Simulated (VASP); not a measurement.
# Se (Fm-3m) in VASP: notebook

Se is run at these levels: BLYP; tasks: single point.

Program: VASP 6.6.1. These are calculated values, not measurements. Logs are shortened: lines on timing, memory, paths and dates and some standing lists are left out, and cuts for length are marked.

## (1) The cell of the first run

It takes space group Fm-3m (No. 225, cubic). Conventional cell: a = 4.510 Å, b = 4.510 Å, c = 4.510 Å, α = 90.00°, β = 90.00°, γ = 90.00°. Within 4.2 Å of Se (site symmetry m-3m) lie 12 Se at 3.19 Å.

## (2) Single point, BLYP

Input file INCAR:

```
SYSTEM = Se
PREC = Accurate ; ENCUT = 520
EDIFF = 1E-6 ; ISMEAR = -1
SIGMA = 0.1 ; LREAL = .False.
LASPH = .True. ; NELM = 100
ALGO = Normal ; ISIF = 2
LWAVE = .False. ; LCHARG = .False.
GGA = B5 ; ALDAX = 1.0
AGGAX = 1.0 ; AGGAC = 1.0
ALDAC = 0.0 ; NBANDS = 9
```

Input file KPOINTS:

```
regular mesh
0
Gamma
  12 12 12
  0 0 0
```

Input file POSCAR:

```
Se
1.0
    0.0000000000      2.2551963469      2.2551963469
    2.2551963469      0.0000000000      2.2551963469
    2.2551963469      2.2551963469      0.0000000000
Se
1
Direct
    0.0000000000      0.0000000000      0.0000000000
```

Potentials or basis: VASP PAW PBE potentials, release 64 (Se).

Command:

```
cat potpaw_PBE.64/Se/POTCAR > POTCAR
mpirun -np 1 vasp_std > vasp.out
```

OUTCAR:

```text
SYSTEM = Se
   PREC = Accurate
   ENCUT = 520
   EDIFF = 1E-6
   ISMEAR = -1
   LREAL = .False.
   LASPH = .True.
   NELM = 100
   ISIF = 2
   GGA = B5

 ion  position               nearest neighbor table
   1  0.000  0.000  0.000-

  LATTYP: Found a face centered cubic cell.
 ALAT       =     4.5103926938

  Lattice vectors:

 A1 = (   0.0000000000,   2.2551963469,   2.2551963469)
 A2 = (   2.2551963469,   0.0000000000,   2.2551963469)
 A3 = (   2.2551963469,   2.2551963469,   0.0000000000)

Analysis of symmetry for initial positions (statically):
=====================================================================
 Subroutine PRICEL returns:
 Original cell was already a primitive cell.

 Routine SETGRP: Setting up the symmetry group for a
 face centered cubic supercell.

 Subroutine GETGRP returns: Found 48 space group operations
 (whereof 48 operations were pure point group operations)
 out of a pool of 48 trial point group operations.

The static configuration has the point symmetry O_h .

Analysis of symmetry for dynamics (positions and initial velocities):
=====================================================================
 Subroutine PRICEL returns:
 Original cell was already a primitive cell.

 Routine SETGRP: Setting up the symmetry group for a
 face centered cubic supercell.

 Subroutine GETGRP returns: Found 48 space group operations
 (whereof 48 operations were pure point group operations)
 out of a pool of 48 trial point group operations.

The dynamic configuration has the point symmetry O_h .

 Subroutine INISYM returns: Found 48 space group operations
 (whereof 48 operations are pure point group operations),
 and found     1 'primitive' translations

----------------------------------------------------------------------------------------

                                     Primitive cell

  volume of cell :      22.9395

  direct lattice vectors                    reciprocal lattice vectors
     0.000000000  2.255196347  2.255196347    -0.221710185  0.221710185  0.221710185
     2.255196347  0.000000000  2.255196347     0.221710185 -0.221710185  0.221710185
     2.255196347  2.255196347  0.000000000     0.221710185  0.221710185 -0.221710185

  length of vectors
     3.189329260  3.189329260  3.189329260     0.384013306  0.384013306  0.384013306

  position of ions in fractional coordinates (direct lattice)
     0.000000000  0.000000000  0.000000000

  ion indices of the primitive-cell ions
   primitive index   ion index
                 1           1

----------------------------------------------------------------------------------------

 KPOINTS: regular mesh

Automatic generation of k-mesh.
 Grid dimensions read from file:
 generate k-points for:   12   12   12

 Generating k-lattice:

  Cartesian coordinates                     Fractional coordinates (reciprocal lattice)
    -0.018475849  0.018475849  0.018475849     0.083333333  0.000000000  0.000000000
     0.018475849 -0.018475849  0.018475849     0.000000000  0.083333333  0.000000000
     0.018475849  0.018475849 -0.018475849     0.000000000  0.000000000  0.083333333

  Length of vectors
     0.032001109  0.032001109  0.032001109

  Shift w.r.t. Gamma in fractional coordinates (k-lattice)
     0.000000000  0.000000000  0.000000000

 Subroutine IBZKPT returns following result:
 ===========================================

 Found     72 irreducible k-points:

 Following reciprocal coordinates:
            Coordinates               Weight
  0.000000  0.000000  0.000000      1.000000
  0.083333  0.000000  0.000000      8.000000
  0.166667  0.000000  0.000000      8.000000
  0.250000  0.000000  0.000000      8.000000
  0.333333  0.000000  0.000000      8.000000
  0.416667  0.000000  0.000000      8.000000
[... 16 lines left out ...]
  0.500000  0.166667  0.000000     24.000000
 -0.416667  0.166667  0.000000     24.000000
 [... further k-points ...]
   k-points           NKPTS =     72   k-points in BZ     NKDIM =     72   number of bands    NBANDS=      9
   number of dos      NEDOS =    301   number of ions     NIONS =      1
   total plane-waves  NPLWV =  13824
   dimension x,y,z NGX =    24 NGY =   24 NGZ =   24
   dimension x,y,z NGXF=    48 NGYF=   48 NGZF=   48
   ions per type =               1
   NGX,Y,Z   is equivalent  to a cutoff of  12.51, 12.51, 12.51 a.u.
   NGXF,Y,Z  is equivalent  to a cutoff of  25.02, 25.02, 25.02 a.u.
 SYSTEM =  Se
   PREC   = accura    normal or accurate (medium, high low for compatibility)
   ISTART =      0    job   : 0-new  1-cont  2-samecut
   ICHARG =      2    charge: 1-file 2-atom 10-const
   ISPIN  =      1    spin polarized calculation?
   LNONCOLLINEAR =      F non collinear calculations
   LSORBIT =      F    spin-orbit coupling
   LASPH  =      T    aspherical Exc in radial PAW
   ENCUT  =  520.0 eV  38.22 Ry    6.18 a.u.   5.93  5.93  5.93*2*pi/ulx,y,z
   NELM   =    100;   NELMIN=  2; NELMDL= -5     # of ELM steps
   EDIFF  = 0.1E-05   stopping-criterion for ELM
   LREAL  =      F    real-space projection
   EDIFFG = 0.1E-04   stopping-criterion for IOM
   NSW    =      0    number of steps for IOM
   IBRION =     -1    ionic relax: 0-MD 1-quasi-New 2-CG
   NFREE  =      0    steps in history (QN), initial steepest desc. (CG)
   ISIF   =      2    stress and relaxation
   ISYM   =      2    0-nonsym 1-usesym 2-fastsym
   POTIM  = 0.5000    time-step for ionic-motion
   TEBEG  =    0.0;   TEEND  =   0.0 temperature during run
   PSTRESS=    0.0 pullay stress
   NELECT =       6.0000    total number of electrons
   NUPDOWN=      -1.0000    fix difference up-down
   EMIN   =  10.00;   EMAX   =-10.00  energy-range for DOS
   EFERMI =   0.00;   METHOD = LEGACY
   ISMEAR =    -1;   SIGMA  =   0.10  broadening in eV -4-tet -1-fermi 0-gaus
   EFERMI_NEDOS =   21; number of points for ismear=-14 and -15
   IALGO  =     38    algorithm
   IMIX   =      4    mixing-type and parameters
     AMIX     =   0.40;   BMIX     =  1.00
     AMIX_MAG =   1.60;   BMIX_MAG =  1.00
  volume/ion in A,a.u.               =      22.94       154.80
  Fermi-wavevector in a.u.,A,eV,Ry     =   1.046962  1.978471 14.913744  1.096129
  Thomas-Fermi vector in A             =   2.181822
   LORBIT       =      0    0 simple, 1 ext, 2 COOP (PROOUT), +10 PAW based schemes
   GGA     = B5    functional components
   LHFCALC =     F    Hartree Fock is set to
   AEXX    =    0.0000 exact exchange contribution
   IVDW    =     0    specifies the selected vdW correction
   LEPSILON=     F    determine dielectric tensor
   LRPA    =     F    only Hartree local field effects (RPA)
 non-spin polarized calculation
  energy-cutoff  :      520.00
  volume of cell :       22.94
 maximum number of plane-waves:       636
   NGX = 11   NGY = 11   NGZ = 11

 number of electron       6.0000000 magnetization

 Free energy of the ion-electron system (eV)
  ---------------------------------------------------
  ext. energy  EPLUGINS =         0.00000000
  ---------------------------------------------------
  free energy    TOTEN  =        -2.12537091 eV

  energy without entropy =       -2.08923265  energy(sigma->0) =       -2.10730178

 E-fermi :   4.4088     XC(G=0):  -9.3945

 val. band max:        4.3561781725   @ k =  -0.3333   0.3333   0.0833
 cond. band min:       4.4141704899   @ k =   0.4167   0.1667   0.0833
 fundamental gap:      0.0579923175
 Fermi energy:         4.4088389638

 k-point     1 :       0.0000    0.0000    0.0000
  band No.  band energies     occupation
      1     -10.6065      2.00000
      2       6.8033      0.00000
      3       6.8033      0.00000
      4       6.8033      0.00000
      5      14.4935      0.00000
      6      16.3757      0.00000
      7      16.3757      0.00000
      8      16.3757      0.00000
      9      20.2075      0.00000

 k-point     2 :       0.0833    0.0000    0.0000
  band No.  band energies     occupation
      1     -10.4911      2.00000
      2       6.0296      0.00000
      3       6.7175      0.00000
      4       6.7175      0.00000
      5      14.8907      0.00000
      6      16.1128      0.00000
      7      16.5911      0.00000
      8      16.5911      0.00000
      9      20.6859      0.00000

 k-point     3 :       0.1667    0.0000    0.0000
  band No.  band energies     occupation
      1     -10.1533      2.00000
      2       4.3083      1.46435
      3       6.4997      0.00000
      4       6.4997      0.00000
      5      14.4519      0.00000
      6      16.9718      0.00000
      7      16.9718      0.00000
      8      17.2154      0.00000
      9      19.9279      0.00000

 k-point     4 :       0.2500    0.0000    0.0000
  band No.  band energies     occupation
      1      -9.6243      2.00000
      2       2.3737      2.00000
      3       6.2346      0.00000
      4       6.2346      0.00000
      5      13.7305      0.00000
      6      16.7885      0.00000
      7      16.7885      0.00000
      8      18.9033      0.00000
      9      20.3914      0.00000
[... 205 lines left out ...]
 k-point    22 :       0.4167    0.1667    0.0000
  band No.  band energies     occupation
      1      -8.4299      2.00000
      2       0.3920      2.00000
      3       4.4540      0.77789
      4       5.0585      0.00301
      5      12.9991      0.00000
      6      15.3836      0.00000
      7      17.9215      0.00000
      8      18.2165      0.00000
      9      22.9915      0.00000

 k-point    23 :       0.5000    0.1667    0.0000
  band No.  band energies     occupation
      1      -7.9467      2.00000
      2      -0.5567      2.00000
      3       3.9905      1.96997
      4       5.1320      0.00145
      5      12.9711      0.00000
      6      15.4746      0.00000
      7      17.3389      0.00000
      8      19.6512      0.00000
      9      22.7469      0.00000

 k-point    24 :      -0.4167    0.1667    0.0000
  band No.  band energies     occupation
      1      -7.8696      2.00000
      2      -0.6888      2.00000
      3       3.6879      1.99852
      4       5.3623      0.00014
      5      13.2631      0.00000
      6      15.4458      0.00000
      7      16.9886      0.00000
      8      20.7188      0.00000
      9      23.0159      0.00000

 [... further k-points ...]
[... 5 lines left out ...]
  --------------------------------------------------------------------------------------
  -------------------------------------------------------------------------------------
  Total        0.0127309      0.0127309      0.0127309      0.0000000     -0.0000000      0.0000000
  in kB        0.8891739      0.8891739      0.8891739      0.0000000     -0.0000000      0.0000000
  external PRESSURE =       0.8891739 kB  Pullay stress =       0.0000000 kB

 VOLUME and BASIS-vectors are now :
 -----------------------------------------------------------------------------
  energy-cutoff  :      520.00
  volume of cell :       22.94
      direct lattice vectors                 reciprocal lattice vectors
     0.000000000  2.255196347  2.255196347    -0.221710185  0.221710185  0.221710185
     2.255196347  0.000000000  2.255196347     0.221710185 -0.221710185  0.221710185
     2.255196347  2.255196347  0.000000000     0.221710185  0.221710185 -0.221710185

 POSITION                                       TOTAL-FORCE (eV/Angst)
 -----------------------------------------------------------------------------------
      0.00000      0.00000      0.00000         0.000000      0.000000      0.000000
 -----------------------------------------------------------------------------------
    total drift:                                0.000000     -0.000000     -0.000000

  FREE ENERGIE OF THE ION-ELECTRON SYSTEM (eV)
  ---------------------------------------------------
  free  energy   TOTEN  =        -2.1253709110 eV

  energy  without entropy=       -2.0892326496  energy(sigma->0) =       -2.10730178
```

Wall time 13 s (1 thread of Intel Xeon Platinum 8259CL at 2.50GHz (Skylake/Cascade Lake), shared host); peak memory 0.14 GiB.

What came out:

* Free energy: -2.1254 eV
* Pressure: 0.1 GPa
* Band gap on the k mesh: zero (band 3 reaches 6.80 eV, above the bottom of band 4 at 2.70 eV)

Caveat: the PAW data sets were made with another functional, which shifts forces and pressure a little.

[end of part 1 of 2]
